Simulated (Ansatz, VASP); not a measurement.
# One calculation of CdTe, two programs

Contents of INCAR:

```
PREC = Accurate
ENCUT = 520
EDIFF = 1E-7
ISMEAR = -1
SIGMA = 0.02
LREAL = F
LASPH = T
NELM = 60
ALGO = Normal
ISIF = 2
LWAVE = F
LCHARG = F
GGA = PE
NBANDS = 16
```

File KPOINTS:

```
regular mesh
0
Gamma
  6 6 6
```

The input POSCAR:

```
CdTe
1.0
    0.0000000000      3.3783537697      3.1395730162
    3.3783537697      0.0000000000      3.1395730162
    3.3783537697      3.3783537697      0.0000000000
Cd Te
1 1
Direct
    0.0000000000      0.0000000000      0.0000000000
    0.2500000000      0.2500000000      0.2500000000
```

Input for Ansatz:

```yaml
crystal:
  lattice:
    - [0.0, 3.3783537697, 3.1395730162]
    - [3.3783537697, 0.0, 3.1395730162]
    - [3.3783537697, 3.3783537697, 0.0]
  atoms:
    - { symbol: Cd, position: [0.0, 0.0, 0.0] }
    - { symbol: Te, position: [0.25, 0.25, 0.25] }
kpoints:
  mp_grid: { grid: [6, 6, 6] }
  band_path:
    path:
      - [0.0, 0.0, 0.0]
      - [-0.5, -0.5, 0.0]
      - [-0.375, -0.375, 0.25]
      - [-0.375, 0.0, 0.375]
      - [0.0, 0.0, 0.5]
      - [-0.5, -0.25, 0.25]
    npoints: 1
hamiltonian:
  xc: pbe
scf:
  occupations: { method: fermi_dirac, width: 0.02 }
  n_extra_bands: 4
output:
  forces: true
  stress: true
  eigenvalues: true
  write_density: true
  write_potential: true
  elf: true
  volumetric_format: npy
```

Change from the starting cell: epitaxial_xy strain +3.0%.

Alike in both runs: task single point; functional PBE; k mesh 6 × 6 × 6; occupations fermi-dirac, width 0.02 eV; no spin polarisation.

|  | VASP | Ansatz |
| --- | --- | --- |
| version | VASP 6.6.1 | Ansatz 0.2.0 |
| potentials or method | VASP PAW PBE potentials, release 64 (Cd, Te) | plane waves, PAW |
| plane-wave cutoff (eV) | 520 | 420 |
| valence electrons in the cell | 18 | 36 |

```tsv
	VASP	Ansatz	Ansatz less VASP
pressure (GPa)	0.4	0.3	-0.11
traceless stress, the component that is largest in VASP (GPa)	0.68	0.69	+0.005
```

VASP's potentials hold 18 valence electrons a cell and Ansatz's 36, so a difference there can come from the potentials and not from the codes.

Spin-orbit coupling is off throughout.
